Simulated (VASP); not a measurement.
# BaP2C2 (I4/mmm) in VASP: relaxation of the atoms with PBE

Aim: the relaxation of the atoms of BaP2C2 with PBE.

Program: VASP 6.6.1. These are calculated values, not measurements. Logs are shortened: lines on timing, memory, paths and dates and some standing lists are left out, and cuts for length are marked.

### 1 The cell of the first run

It takes space group I4/mmm (No. 139, tetragonal). The conventional cell has a = 3.717 Å, b = 3.717 Å, c = 11.843 Å, α = 90.00°, β = 90.00°, γ = 90.00°. Within 2.9 Å of P (site symmetry 4mm) lie 4 C at 2.22 Å. C (site symmetry -4m2) has 4 P at 2.22 Å and 4 C at 2.63 Å within 2.9 Å. Within 4.2 Å of Ba (site symmetry 4/mmm) lie 10 P at 3.16 to 4.17 Å and 8 C at 3.50 Å and 4 Ba at 3.72 Å.

### 2 Relaxation of the atoms, PBE

INCAR reads:

```
PREC     = Accurate       # precision mode
ENCUT    = 520            # plane-wave cutoff, eV
EDIFF    = 1E-7           # SCF threshold, eV
ISMEAR   = -1             # smearing method
SIGMA    = 0.1            # smearing width, eV
LREAL    = False          # projectors in reciprocal space
LASPH    = True           # aspherical terms in the spheres
NELM     = 120            # most SCF steps
ALGO     = Normal         # electronic algorithm
ISIF     = 2              # what is computed and relaxed
LWAVE    = False          # write WAVECAR
LCHARG   = False          # write CHGCAR
GGA      = PE             # functional
IBRION   = 2              # ionic algorithm
NSW      = 80             # ionic steps
EDIFFG   = -0.03          # ionic threshold
GGA_COMPAT= False        
NELMIN   = 4
```

KPOINTS reads:

```
regular mesh
0
Gamma
  7 7 7
```

POSCAR reads:

```
BaP2C2
1.0
    0.0000000000      3.7172010000      0.0000000000
    3.7172010000      0.0000000000      0.0000000000
    1.8586010000      1.8586010000     -5.9215220000
P C Ba
2 2 1
Direct
    0.3523000000      0.3523000000      0.2954000000
    0.6477000000      0.6477000000      0.7046000000
    0.7500000000      0.2500000000      0.5000000000
    0.2500000000      0.7500000000      0.5000000000
    0.0000000000      0.0000000000      0.0000000000
```

Potentials or basis: VASP PAW PBE potentials, release 64 (P, C, Ba_sv).

Started as:

```
> cat potpaw_PBE.64/P/POTCAR potpaw_PBE.64/C/POTCAR potpaw_PBE.64/Ba_sv/POTCAR > POTCAR
> mpirun -np 1 vasp_std > vasp.out
```

OUTCAR:

```text
PREC = Accurate
   ENCUT = 520
   EDIFF = 1E-7
   ISMEAR = -1
   LREAL = False
   LASPH = True
   NELM = 120
   ISIF = 2
   GGA = PE
   IBRION = 2
   NSW = 80
   EDIFFG = -0.03
   NELMIN = 4

 ion  position               nearest neighbor table
   1  0.352  0.352  0.295-   4 2.22   3 2.22   3 2.22   4 2.22   5 3.16   5 3.16   5 3.16   5 3.16

   2  0.648  0.648  0.705-   4 2.22   3 2.22   3 2.22   4 2.22   5 3.16   5 3.16   5 3.16   5 3.16

   3  0.750  0.250  0.500-   1 2.22   2 2.22   2 2.22   1 2.22
   4  0.250  0.750  0.500-   1 2.22   2 2.22   2 2.22   1 2.22
   5  0.000  0.000  0.000-   2 3.16   1 3.16   2 3.16   1 3.16   1 3.16   2 3.16   2 3.16   1 3.16

  LATTYP: Found a body centered tetragonal cell.
 ALAT       =     3.7172010000
 C/A-ratio  =     3.1860111950

  Lattice vectors:

 A1 = (  -1.8586010000,   1.8586000000,   5.9215220000)
 A2 = (   1.8586000000,  -1.8586010000,   5.9215220000)
 A3 = (   1.8586010000,   1.8586010000,  -5.9215220000)

Analysis of symmetry for initial positions (statically):
=====================================================================
 Subroutine PRICEL returns:
 Original cell was already a primitive cell.

 Routine SETGRP: Setting up the symmetry group for a
 body centered tetragonal supercell.

 Subroutine GETGRP returns: Found 16 space group operations
 (whereof 16 operations were pure point group operations)
 out of a pool of 16 trial point group operations.

The static configuration has the point symmetry D_4h.

Analysis of symmetry for dynamics (positions and initial velocities):
=====================================================================
 Subroutine PRICEL returns:
 Original cell was already a primitive cell.

 Routine SETGRP: Setting up the symmetry group for a
 body centered tetragonal supercell.

 Subroutine GETGRP returns: Found 16 space group operations
 (whereof 16 operations were pure point group operations)
 out of a pool of 16 trial point group operations.

The dynamic configuration has the point symmetry D_4h.

 Subroutine INISYM returns: Found 16 space group operations
 (whereof 16 operations are pure point group operations),
 and found     1 'primitive' translations

----------------------------------------------------------------------------------------

                                     Primitive cell

  volume of cell :      81.8211

  direct lattice vectors                    reciprocal lattice vectors
     0.000000000  3.717201000  0.000000000     0.000000000  0.269019620  0.084437774
     3.717201000  0.000000000  0.000000000     0.269019620  0.000000000  0.084437774
     1.858601000  1.858601000 -5.921522000     0.000000000  0.000000000 -0.168875502

  length of vectors
     3.717201000  3.717201000  6.478674104     0.281959737  0.281959737  0.168875502

  position of ions in fractional coordinates (direct lattice)
     0.352300000  0.352300000  0.295400000
     0.647700000  0.647700000  0.704600000
     0.750000000  0.250000000  0.500000000
     0.250000000  0.750000000  0.500000000
     0.000000000  0.000000000  0.000000000

  ion indices of the primitive-cell ions
   primitive index   ion index
                 1           1
                 2           2
                 3           3
                 4           4
                 5           5

----------------------------------------------------------------------------------------

 KPOINTS: regular mesh

Automatic generation of k-mesh.
 Grid dimensions read from file:
 generate k-points for:    7    7    7

 Generating k-lattice:

  Cartesian coordinates                     Fractional coordinates (reciprocal lattice)
     0.000000000  0.038431374  0.012062539     0.142857143  0.000000000 -0.000000000
     0.038431374  0.000000000  0.012062539     0.000000000  0.142857143 -0.000000000
     0.000000000  0.000000000 -0.024125072     0.000000000  0.000000000  0.142857143

  Length of vectors
     0.040279962  0.040279962  0.024125072

  Shift w.r.t. Gamma in fractional coordinates (k-lattice)
     0.000000000  0.000000000  0.000000000

 Subroutine IBZKPT returns following result:
 ===========================================

 Found     40 irreducible k-points:

 Following reciprocal coordinates:
            Coordinates               Weight
  0.000000  0.000000  0.000000      1.000000
  0.142857  0.000000  0.000000      8.000000
  0.285714  0.000000  0.000000      8.000000
  0.428571  0.000000  0.000000      8.000000
  0.142857  0.142857  0.000000      8.000000
  0.285714  0.142857  0.000000     16.000000
[... 16 lines left out ...]
  0.285714  0.285714  0.142857      8.000000
  0.428571  0.285714  0.142857     16.000000
 [... further k-points ...]
   k-points           NKPTS =     40   k-points in BZ     NKDIM =     40   number of bands    NBANDS=     18
   number of dos      NEDOS =    301   number of ions     NIONS =      5
   total plane-waves  NPLWV =  37632
   dimension x,y,z NGX =    28 NGY =   28 NGZ =   48
   dimension x,y,z NGXF=    56 NGYF=   56 NGZF=   96
   ions per type =               2   2   1
   NGX,Y,Z   is equivalent  to a cutoff of  12.52, 12.52, 12.32 a.u.
   NGXF,Y,Z  is equivalent  to a cutoff of  25.05, 25.05, 24.63 a.u.
 SYSTEM =  unknown system
   PREC   = accura    normal or accurate (medium, high low for compatibility)
   ISTART =      0    job   : 0-new  1-cont  2-samecut
   ICHARG =      2    charge: 1-file 2-atom 10-const
   ISPIN  =      1    spin polarized calculation?
   LNONCOLLINEAR =      F non collinear calculations
   LSORBIT =      F    spin-orbit coupling
   LASPH  =      T    aspherical Exc in radial PAW
   ENCUT  =  520.0 eV  38.22 Ry    6.18 a.u.   6.91  6.91 12.05*2*pi/ulx,y,z
   NELM   =    120;   NELMIN=  4; NELMDL= -5     # of ELM steps
   EDIFF  = 0.1E-06   stopping-criterion for ELM
   LREAL  =      F    real-space projection
   EDIFFG = -.3E-01   stopping-criterion for IOM
   NSW    =     80    number of steps for IOM
   IBRION =      2    ionic relax: 0-MD 1-quasi-New 2-CG
   NFREE  =      1    steps in history (QN), initial steepest desc. (CG)
   ISIF   =      2    stress and relaxation
   ISYM   =      2    0-nonsym 1-usesym 2-fastsym
   POTIM  = 0.5000    time-step for ionic-motion
   TEBEG  =    0.0;   TEEND  =   0.0 temperature during run
   PSTRESS=    0.0 pullay stress
   NELECT =      28.0000    total number of electrons
   NUPDOWN=      -1.0000    fix difference up-down
   EMIN   =  10.00;   EMAX   =-10.00  energy-range for DOS
   EFERMI =   0.00;   METHOD = LEGACY
   ISMEAR =    -1;   SIGMA  =   0.10  broadening in eV -4-tet -1-fermi 0-gaus
   EFERMI_NEDOS =   21; number of points for ismear=-14 and -15
   IALGO  =     38    algorithm
   IMIX   =      4    mixing-type and parameters
     AMIX     =   0.40;   BMIX     =  1.00
     AMIX_MAG =   1.60;   BMIX_MAG =  1.00
  volume/ion in A,a.u.               =      16.36       110.43
  Fermi-wavevector in a.u.,A,eV,Ry     =   1.145088  2.163903 17.840334  1.311228
  Thomas-Fermi vector in A             =   2.281778
   LORBIT       =      0    0 simple, 1 ext, 2 COOP (PROOUT), +10 PAW based schemes
   GGA     = PE    functional components
   LHFCALC =     F    Hartree Fock is set to
   AEXX    =    0.0000 exact exchange contribution
   IVDW    =     0    specifies the selected vdW correction
   LEPSILON=     F    determine dielectric tensor
   LRPA    =     F    only Hartree local field effects (RPA)
 conjugate gradient relaxation of ions
 non-spin polarized calculation
  energy-cutoff  :      520.00
  volume of cell :       81.82
 maximum number of plane-waves:      2226
   NGX = 13   NGY = 13   NGZ = 25

--------------------------------------- Ionic step        1  -------------------------------------------

 number of electron      27.9999998 magnetization

 Free energy of the ion-electron system (eV)
  ---------------------------------------------------
  ext. energy  EPLUGINS =         0.00000000
  ---------------------------------------------------
  free energy    TOTEN  =       -25.56287421 eV

  energy without entropy =      -25.48405392  energy(sigma->0) =      -25.52346407

------------------------ aborting loop because EDIFF is reached ----------------------------------------

  FORCE on cell =-STRESS in cart. coord.  units (eV):
  Direction    XX          YY          ZZ          XY          YZ          ZX
  --------------------------------------------------------------------------------------
  -------------------------------------------------------------------------------------
  Total        1.0141797      1.0141797     -6.9064089     -0.0000000      0.0000006      0.0000006
  in kB       19.8591231     19.8591231   -135.2375927     -0.0000000      0.0000114      0.0000114
  external PRESSURE =     -31.8397822 kB  Pullay stress =       0.0000000 kB
[... 141 lines left out ...]
  energy  without entropy=      -28.9279911451  energy(sigma->0) =      -28.94866082

--------------------------------------- Ionic step        5  -------------------------------------------

 number of electron      27.9999998 magnetization

 Free energy of the ion-electron system (eV)
  ---------------------------------------------------
  ext. energy  EPLUGINS =         0.00000000
  ---------------------------------------------------
  free energy    TOTEN  =       -28.98101649 eV

  energy without entropy =      -28.94709460  energy(sigma->0) =      -28.96405554

 E-fermi :   6.4572     XC(G=0): -10.3310

 val. band max:        6.3739533606   @ k =  -0.2857   0.0000   0.2857
 cond. band min:       6.5561085311   @ k =  -0.4286   0.4286   0.0000
 fundamental gap:      0.1821551705
 Fermi energy:         6.4571733486

 k-point     1 :       0.0000    0.0000    0.0000
  band No.  band energies     occupation
      1     -22.5222      2.00000
      2     -10.5864      2.00000
      3      -7.8735      2.00000
      4      -7.1937      2.00000
      5      -7.1937      2.00000
      6      -2.9305      2.00000
[... 10 lines left out ...]
     17       8.9917      0.00000
     18      10.0070      0.00000
[... 466 lines left out ...]
      2      -8.5306      2.00000
      3      -8.0471      2.00000
      4      -7.7738      2.00000
      5      -7.4124      2.00000
      6      -6.7052      2.00000
[... 10 lines left out ...]
     17       9.3691      0.00000
     18       9.5612      0.00000

 [... further k-points ...]
[... 5 lines left out ...]
  --------------------------------------------------------------------------------------
  -------------------------------------------------------------------------------------
  Total        1.6007203      1.6007203     -5.8730803     -0.0000000      0.0000005      0.0000005
  in kB       31.3444458     31.3444458   -115.0035075     -0.0000000      0.0000097      0.0000097
  external PRESSURE =     -17.4382053 kB  Pullay stress =       0.0000000 kB
[... 20 lines left out ...]
  FREE ENERGIE OF THE ION-ELECTRON SYSTEM (eV)
  ---------------------------------------------------
  free  energy   TOTEN  =       -28.9810164865 eV

  energy  without entropy=      -28.9470945999  energy(sigma->0) =      -28.96405554

 reached required accuracy - stopping structural energy minimisation
```

It took 3.3 min on 1 thread of Intel Xeon Platinum 8488C (Sapphire Rapids), shared host; peak memory 0.23 GiB.

What came out:

- Free energy: -28.9810 eV
- Energy gained by relaxing: 683.6 meV/atom
- Ionic steps: 5
- Pressure after relaxing: -1.7 GPa
- Largest force after relaxing: 0.028 eV/Å
- Band gap on the k mesh: zero (band 14 reaches 6.94 eV, above the bottom of band 15 at 5.57 eV)

Forces in eV/Å, atoms in the order of the input:
```
P    0.000  0.000 -0.028
P    0.000  0.000  0.028
C    0.000  0.000  0.000
C    0.000  0.000  0.000
Ba   0.000  0.000  0.000
```

The path:
```tsv
step	energy change (eV)	largest force (eV/Å)	pressure (GPa)
1	0.0000	4.6053	-3.18
2	-1.9891	3.8975	-6.00
3	-2.7816	2.3144	3.82
4	-3.4065	0.3299	-1.08
5	-3.4181	0.0285	-1.74
```

Final structure:
```cif
data_structure
_symmetry_space_group_name_H-M 'P 1'
_symmetry_Int_Tables_number 1
_cell_length_a 3.7172
_cell_length_b 3.7172
_cell_length_c 6.4787
_cell_angle_alpha 73.329
_cell_angle_beta 73.329
_cell_angle_gamma 90.000
_cell_volume 81.82
loop_
_atom_site_label
_atom_site_type_symbol
_atom_site_fract_x
_atom_site_fract_y
_atom_site_fract_z
_atom_site_occupancy
P1 P 0.30144 0.30144 0.39711 1
P2 P 0.69856 0.69856 0.60289 1
C1 C 0.75000 0.25000 0.50000 1
C2 C 0.25000 0.75000 0.50000 1
Ba1 Ba 0.00000 0.00000 0.00000 1
```

Levels at points of the mesh, in eV from the Fermi level:
| k point | band 12 | band 13 | band 14 | band 15 | band 16 | band 17 |
| --- | --- | --- | --- | --- | --- | --- |
| (0.00, 0.00, 0.00) | -2.39 | -2.39 | -1.49 | 1.24 | 1.37 | 2.53 |

Caveat: spin-orbit coupling is left out, which moves the levels of the heavy elements.
